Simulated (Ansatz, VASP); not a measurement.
Two plane-wave programs on SiC

```xyz
8
Lattice="3.3416 0.0000 0.0000 -1.6708 2.8940 0.0000 0.0000 0.0000 9.3190" Properties=species:S:1:pos:R:3 pbc="T T T"
Si    1.6708    0.9647    8.7398
Si    0.0000    1.9293    4.0803
Si    0.0000    0.0000    6.4105
Si    0.0000    0.0000    1.7510
C     1.6708    0.9647    6.9874
C     0.0000    1.9293    2.3280
C     0.0000    0.0000    4.6637
C     0.0000    0.0000    0.0042
```

Change from the starting cell: strain +0.080 along x and y, -0.080 along z, atoms carried along.

Alike in both runs: task single point; functional PBE; k mesh 12 × 12 × 4; occupations gaussian, width 0.05 eV; no spin polarisation.

```csv
,VASP,Ansatz
version,VASP 6.6.1,Ansatz 0.2.0
potentials or method,"VASP PAW PBE potentials, release 64 (Si, C), cutoff 520 eV","scalar-relativistic, plane waves, PAW"
valence electrons in the cell,32,32
```

```csv
,VASP,Ansatz,Ansatz less VASP
gap on the k mesh at the Fermi level (eV),1.34,1.36,+0.016
least direct gap on the mesh (eV),2.11,2.11,+0.003
pressure (GPa),-6.1,-6.1,+0.01
"traceless stress, the component that is largest in VASP (GPa)",53.39,53.21,-0.183
rms of the force components (eV/Å),1.269,1.269,-0.0001
```

Atom by atom the forces differ by 0.002 eV/Å (rms over components).
